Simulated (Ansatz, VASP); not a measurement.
## Two plane-wave programs on KBr

Contents of INCAR:

```
  PREC = Accurate
  ENCUT = 520
  EDIFF = 1E-6
  ISMEAR = 0
  SIGMA = 0.2
  LREAL = False
  LASPH = True
  NELM = 100
  ALGO = Normal
  ISIF = 2
  LWAVE = False
  LCHARG = False
  GGA = PS
  NBANDS = 15
```

The input KPOINTS:

```
Automatic mesh
0
Gamma
  4 4 4
```

POSCAR

```
KBr
1.0
    0.0000000000      3.3024386828      3.3024386828
    3.3024386828      0.0000000000      3.3024386828
    3.3024386828      3.3024386828      0.0000000000
K Br
1 1
Direct
    0.0000000000      0.0000000000      0.0000000000
    0.5000000000      0.5000000000      0.5000000000
```

Input for Ansatz:

```yaml
crystal:
  lattice:
    - [0.0, 3.3024386828, 3.3024386828]
    - [3.3024386828, 0.0, 3.3024386828]
    - [3.3024386828, 3.3024386828, 0.0]
  atoms:
    - { symbol: K, position: [0.0, 0.0, 0.0] }
    - { symbol: Br, position: [0.5, 0.5, 0.5] }
kpoints:
  mp_grid: { grid: [4, 4, 4] }
hamiltonian:
  xc: pbesol
scf:
  occupations: { method: gaussian, width: 0.2 }
  n_extra_bands: 4
output:
  forces: true
  stress: true
  eigenvalues: true
```

Alike in both runs: task single point; functional PBEsol; k mesh 4 × 4 × 4; occupations gaussian, width 0.2 eV; no spin polarisation.

```csv
,VASP,Ansatz
version,VASP 6.6.1,Ansatz 0.2.0
potentials or method,"VASP PAW PBE potentials, release 64 (K_sv, Br)",plane waves
plane-wave cutoff (eV),520,420
valence electrons in the cell,16,16
```

VASP gave:

| Item | Value |
| --- | --- |
| gap on the k mesh at the Fermi level (eV) | 4.27 |
| pressure (GPa) | -0.3 |

**Question.** What did Ansatz give for the same quantities?

**Answer.** gap on the k mesh at the Fermi level (eV): 4.28; pressure (GPa): -0.4.

VASP's potentials were made for PBE, not for PBEsol.
